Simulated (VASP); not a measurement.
**PbS (Galena): single point with PBEsol**

The system is PbS (Galena).

```
Pb S
1.0
     0.00000    2.96575    2.96575
     2.96575    0.00000    2.96575
     2.96575    2.96575    0.00000
Pb S
1 1
Direct
  0.00000 0.00000 0.00000
  0.50000 0.50000 0.50000
```

```json
{
 "Program": "VASP 6.6.1",
 "Task": "single point",
 "Functional": "PBEsol",
 "Potentials or basis": "VASP PAW PBE potentials, release 64 (Pb_d, S)",
 "Cutoff": "500 eV",
 "k mesh": "4 × 4 × 4",
 "Occupations": "gaussian, width 0.01 eV",
 "Spin": "no spin polarisation",
 "Dipole correction": "no",
 "Further INCAR settings": "ALGO = Normal; EDIFF = 1e-06; NBANDS = 17"
}
```

```yaml
Pressure: -0.8 GPa
Band_gap_on_the_k_mesh: 0.25 eV, direct
```

Levels at points of the mesh, in eV from the valence-band top:
| k point | band 8 | band 9 | band 10 | band 11 | band 12 | band 13 |
| --- | --- | --- | --- | --- | --- | --- |
| (0.00, 0.00, 0.00) | -2.17 | -2.17 | -2.17 | 5.16 | 5.16 | 5.16 |
| (0.50, 0.00, 0.00) | -1.77 | -1.77 | 0.00 | 0.25 | 1.90 | 1.90 |
| (0.50, 0.50, 0.00) | -5.25 | -3.46 | -3.46 | 3.72 | 5.53 | 5.64 |

It took 15 s on 1 thread of Intel Xeon 8259CL, with other jobs on the host, peak memory 0.17 GiB.

Caveat: the k points lie up to 0.46 Å⁻¹ apart; the PAW data sets were made with another functional, which shifts forces and pressure a little; spin-orbit coupling is left out, which moves the levels of the heavy elements. A k mesh can miss the band edges.
